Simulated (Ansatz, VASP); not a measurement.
Au: VASP beside Ansatz

```
CELL_PARAMETERS angstrom
0.00000 2.01305 2.01305
2.01305 0.00000 2.01305
2.01305 2.01305 0.00000
ATOMIC_POSITIONS crystal
Au 0.00000 0.00000 0.00000
```

Alike in both runs: task single point; functional PBEsol; k mesh 22 × 22 × 22; occupations fermi-dirac, width 0.1 eV; no spin polarisation.

|  | VASP | Ansatz |
| --- | --- | --- |
| version | VASP 6.6.1 | Ansatz 0.2.0 |
| potentials or method | VASP PAW PBE potentials, release 64 (Au), cutoff 520 eV | plane waves (420 eV) with PAW, scalar-relativistic |
| valence electrons in the cell | 11 | 19 |

|  | VASP | Ansatz | Ansatz less VASP |
| --- | --- | --- | --- |
| pressure (GPa) | 8.0 | 8.3 | +0.34 |

VASP's potentials were made for PBE, not for PBEsol, and Ansatz warns of the same on its side. VASP's potentials hold 11 valence electrons a cell and Ansatz's 19, so a difference there can come from the potentials and not from the codes.

Neither program's run includes spin-orbit coupling.
